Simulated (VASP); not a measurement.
Wanted: the native input for a VASP 6.6.1 run.

* Task: single point
* Functional: LDA
* Potentials or basis: VASP PAW LDA potentials, release 64 (Te, Sn_d)
* Cutoff: 520 eV
* k mesh: 9 × 9 × 9
* Occupations: methfessel-paxton, width 0.05 eV
* Spin: no spin polarisation
* Dipole correction: no
* Further INCAR settings: ALGO = Fast; EDIFF = 1e-06; NBANDS = 32

The structure of Sn3Te lies in POSCAR:

```
Sn3Te
1.0
    4.8656220000      0.0000000000      0.0000000000
    0.0000000000      4.8656220000      0.0000000000
    0.0000000000      0.0000000000      4.8656220000
Te Sn
1 3
Direct
    0.0000000000      0.0000000000      0.0000000000
    0.0000000000      0.5000000000      0.5000000000
    0.5000000000      0.0000000000      0.5000000000
    0.5000000000      0.5000000000      0.0000000000
```

These files were run (other wordings do the same):

INCAR

```
SYSTEM = Sn3Te
PREC     = Accurate       ! precision mode
ENCUT    = 520            ! plane-wave cutoff, eV
EDIFF    = 1E-6           ! SCF threshold, eV
ISMEAR   = 1              ! smearing method
SIGMA    = 0.05           ! smearing width, eV
LREAL    = .FALSE.        ! projectors in reciprocal space
LASPH    = .TRUE.         ! aspherical terms in the spheres
NELM     = 100            ! most SCF steps
ALGO     = Fast           ! electronic algorithm
ISIF     = 2              ! what is computed and relaxed
LWAVE    = .FALSE.        ! write WAVECAR
LCHARG   = .TRUE.         ! write CHGCAR
GGA      = CA             ! functional
LELF     = .TRUE.         ! ELF
LVHAR    = .TRUE.       
NBANDS   = 32             ! bands
```

KPOINTS

```
regular mesh
0
G
  9 9 9
  0 0 0
```

Potentials or basis: VASP PAW LDA potentials, release 64 (Te, Sn_d).

Command:

```sh
$ cat potpaw_LDA.64/Te/POTCAR potpaw_LDA.64/Sn_d/POTCAR > POTCAR
$ mpirun -np 1 vasp_std > vasp.out
```

It gave:

The pressure is -3.4 GPa and the band gap on the k mesh is zero (band 24 reaches 9.83 eV, above the bottom of band 25 at 6.97 eV).

Caveat: spin-orbit coupling is left out, which moves the levels of the heavy elements.

Wall time 91 s on 1 thread of Intel(R) Xeon(R) Platinum 8175M CPU @ 2.50GHz (Skylake/Cascade Lake) (shared host), peak memory 0.24 GiB.
